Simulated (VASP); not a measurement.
Here is a VASP 6.6.1 calculation.

Contents of INCAR:

```
SYSTEM = C
PREC = Accurate
ENCUT = 600
EDIFF = 1E-6
ISMEAR = 0
SIGMA = 0.1
LREAL = .FALSE.
LASPH = .TRUE.
NELM = 200
ALGO = Normal
ISIF = 2
LWAVE = .FALSE.
LCHARG = .FALSE.
ISPIN = 2
MAGMOM = 0 0
LORBIT = 11
GGA = PE
NBANDS = 15
GGA_COMPAT = .FALSE.
```

The input KPOINTS:

```
regular mesh
0
G
  4 4 1
  0 0 0
```

The input POSCAR:

```
C
1.0
    2.4561701622      0.0000000000      0.0000000000
   -1.2280850811      2.1271057565      0.0000000000
    0.0000000000      0.0000000000      8.5238033600
C
2
Direct
    0.3333333333      0.6666666667      0.0000000000
    0.6666666667      0.3333333333      0.0000000000
```

Potentials or basis: VASP PAW PBE potentials, release 64 (C).

Command:

```console
$ cat potpaw_PBE.64/C/POTCAR > POTCAR
$ mpirun -np 1 vasp_std > vasp.out
```

What does it give for the band gap on the k mesh?

4.07 eV, direct.

Estimate the net moment.

0.00 μB per cell.

Caveat: the k points lie up to 0.74 Å⁻¹ apart.
